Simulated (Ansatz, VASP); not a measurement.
**AlP in VASP and in Ansatz**

Contents of POSCAR:

```
AlP
1.0
    0.0000000000      2.7393129744      2.7393129744
    2.7393129744      0.0000000000      2.7393129744
    2.7393129744      2.7393129744      0.0000000000
Al P
1 1
Direct
    0.0000000000      0.0000000000      0.0000000000
    0.2500000000      0.2500000000      0.2500000000
```

INCAR.step1

```
SYSTEM = AlP
PREC     = Accurate       ! precision mode
ENCUT    = 550            ! plane-wave cutoff, eV
ISMEAR   = 0              ! smearing method
SIGMA    = 0.02           ! smearing width, eV
LREAL    = .False.        ! projectors in reciprocal space
LASPH    = .True.         ! aspherical terms in the spheres
NELM     = 120            ! most SCF steps
NBANDS   = 11             ! bands
GGA      = PE             ! functional
ALGO     = Normal         ! electronic algorithm
EDIFF    = 1E-5           ! SCF threshold, eV
LWAVE    = .True.         ! write WAVECAR
LCHARG   = .False.        ! write CHGCAR
GGA_COMPAT= .False.
```

File INCAR.step2:

```
SYSTEM = AlP
PREC     = Accurate       ! precision mode
ENCUT    = 550            ! plane-wave cutoff, eV
EDIFF    = 1E-6           ! SCF threshold, eV
ISMEAR   = 0              ! smearing method
SIGMA    = 0.02           ! smearing width, eV
LREAL    = .False.        ! projectors in reciprocal space
LASPH    = .True.         ! aspherical terms in the spheres
NELM     = 120            ! most SCF steps
ALGO     = Normal         ! electronic algorithm
ISIF     = 2              ! what is computed and relaxed
LWAVE    = .False.        ! write WAVECAR
LCHARG   = .True.         ! write CHGCAR
METAGGA  = R2SCAN         ! meta-GGA
LMIXTAU  = .True.       
LELF     = .True.         ! ELF
LVHAR    = .True.       
NBANDS   = 11             ! bands
ISTART   = 1            
GGA_COMPAT= .False.
```

KPOINTS

```
Automatic mesh
0
Gamma
  8 8 8
  0 0 0
```

Input for Ansatz:

```yaml
crystal:
  lattice:
    - [0.0, 2.7393129744, 2.7393129744]
    - [2.7393129744, 0.0, 2.7393129744]
    - [2.7393129744, 2.7393129744, 0.0]
  atoms:
    - { symbol: Al, position: [0.0, 0.0, 0.0] }
    - { symbol: P, position: [0.25, 0.25, 0.25] }
basis:
  ecutwfc: 500
kpoints:
  mp_grid: { grid: [8, 8, 8] }
  band_path:
    path:
      - [[0.0, 0.0, 0.0], [-0.5, -0.5, 0.0], [-0.375, -0.375, 0.25]]
      - [[-0.375, 0.0, 0.375], [0.0, 0.0, 0.0], [0.0, 0.0, 0.5], [-0.5, -0.25, 0.25], [-0.5, -0.5, 0.0]]
    npoints: 10
hamiltonian:
  xc: r2scan
scf:
  occupations: { method: gaussian, width: 0.02 }
  n_extra_bands: 7
output:
  forces: true
  stress: true
  eigenvalues: true
  write_density: true
  write_potential: true
  elf: true
  volumetric_format: npy
```

Alike in both runs: task single point; functional r2SCAN; k mesh 8 × 8 × 8; occupations gaussian, width 0.02 eV; no spin polarisation.

|  | VASP | Ansatz |
| --- | --- | --- |
| version | VASP 6.6.1 | Ansatz 0.2.0 |
| potentials or method | VASP PAW PBE potentials, release 64 (Al, P), cutoff 550 eV | scalar-relativistic, plane waves, PAW |
| valence electrons in the cell | 8 | 8 |

|  | VASP | Ansatz | Ansatz less VASP |
| --- | --- | --- | --- |
| gap on the k mesh at the Fermi level (eV) | 1.93 | 1.93 | -0.002 |
| least direct gap on the mesh (eV) | 3.91 | 3.91 | -0.001 |
| pressure (GPa) | -0.3 | 0.0 | +0.30 |

VASP's potentials were made for PBE, not for r2SCAN.
